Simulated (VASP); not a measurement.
## HfO2: single point with PBEsol

Crystal: HfO2.

```
Hf O
1.0
     5.12771    0.00000    0.00000
     0.00000    5.13821    0.00000
     0.00000    0.00000    4.89293
Hf O
4 8
Cartesian
  1.1297 4.0085 1.3300
  3.6936 3.6988 3.5629
  3.9980 1.1297 1.3300
  1.4341 1.4394 3.5629
  0.9022 0.8921 0.5198
  3.4660 1.6770 4.3731
  4.2255 4.2461 0.5198
  1.6617 3.4612 4.3731
  0.0000 2.5691 2.4410
  2.5639 0.0000 2.4520
  0.0000 0.0000 2.8275
  2.5639 2.5691 2.0654
```

```json
{"Program": "VASP 6.6.1", "Task": "single point", "Functional": "PBEsol", "Potentials or basis": "VASP PAW PBE potentials, release 64 (Hf_pv, O)", "Cutoff": "520 eV", "k mesh": "5 × 5 × 6", "Occupations": "fermi-dirac, width 0.05 eV", "Spin": "no spin polarisation"}
```

| Property | Result |
| --- | --- |
| Pressure | -3.2 GPa |
| Largest force | 0.079 eV/Å |
| Band gap on the k mesh | 3.67 eV |

Forces on the atoms (eV/Å):
```
Hf  -0.047  0.048  0.042
Hf  -0.047 -0.048 -0.042
Hf   0.047 -0.048  0.042
Hf   0.047  0.048 -0.042
O   -0.043 -0.045 -0.046
O   -0.043  0.045  0.046
O    0.043  0.045 -0.046
O    0.043 -0.045  0.046
O    0.000  0.000  0.000
O    0.000  0.000  0.000
O    0.000  0.000 -0.072
O    0.000  0.000  0.072
```

Levels at points of the mesh, in eV from the valence-band top:
| k point | band 42 | band 43 | band 44 | band 45 | band 46 | band 47 |
| --- | --- | --- | --- | --- | --- | --- |
| (0.00, 0.00, 0.00) | -0.20 | -0.13 | -0.13 | 3.96 | 4.47 | 4.93 |
| (0.00, 0.00, 0.50) | -0.73 | 0.00 | 0.00 | 3.67 | 4.74 | 5.48 |

Wall time 4.5 min on 1 thread of Oxide Virtual Turin-like Processor (shared host), peak memory 0.31 GiB.

Caveat: the cell stands under tension; the PAW data sets were made with another functional, which shifts forces and pressure a little; spin-orbit coupling is left out, which moves the levels of the heavy elements. A k mesh can miss the band edges.
